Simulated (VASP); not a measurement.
Set up this calculation in VASP 6.6.1, as the native input.

| Quantity | Value |
| --- | --- |
| Task | single point |
| Functional | LDA |
| Potentials or basis | VASP PAW LDA potentials, release 64 (Ni) |
| Cutoff | 520 eV |
| k mesh | 12 × 12 × 7 |
| Occupations | fermi-dirac, width 0.05 eV |
| Spin | collinear spin, ferromagnetic start |
| Starting moments | [1.0, 1.0] μB |
| Dipole correction | no |
| Further INCAR settings | ALGO = Normal; EDIFF = 1e-06; NBANDS = 21 |

The structure of Ni lies in POSCAR:

```
Ni
1.0
    2.3980492245      0.0000000000      0.0000000000
   -1.1990246123      2.0767715480      0.0000000000
    0.0000000000      0.0000000000      3.9896657190
Ni
2
Direct
    0.6666666667      0.3333333333      0.7500000000
    0.3333333333      0.6666666667      0.2500000000
```

This isn't the form of Ni at room conditions, which is fcc.

One way to write it, as run:

INCAR

```
PREC = Accurate
ENCUT = 520
EDIFF = 1E-6
ISMEAR = -1
SIGMA = 0.05
LREAL = False
LASPH = True
NELM = 150
ALGO = Normal
ISIF = 2
LWAVE = False
LCHARG = False
ISPIN = 2
MAGMOM = 1 1
LORBIT = 11
LMAXMIX = 4
NBANDS = 21
```

KPOINTS

```
Automatic mesh
0
Gamma
  12 12 7
```

Potentials or basis: VASP PAW LDA potentials, release 64 (Ni).

Launch:

```sh
$ cat potpaw_LDA.64/Ni/POTCAR > POTCAR
$ mpirun -np 1 vasp_std > vasp.out
```

It gave:

```
Pressure                                              : 3.0 GPa
Net moment                                            : 1.09 μB per cell
Site moments                                          : Ni +0.55 μB
Valence electrons inside the program's atomic spheres : Ni 9.50
```

Caveat: the cell stands under pressure.

It took 95 s on 1 thread of Intel Xeon 8259CL (shared host), peak memory 0.16 GiB.
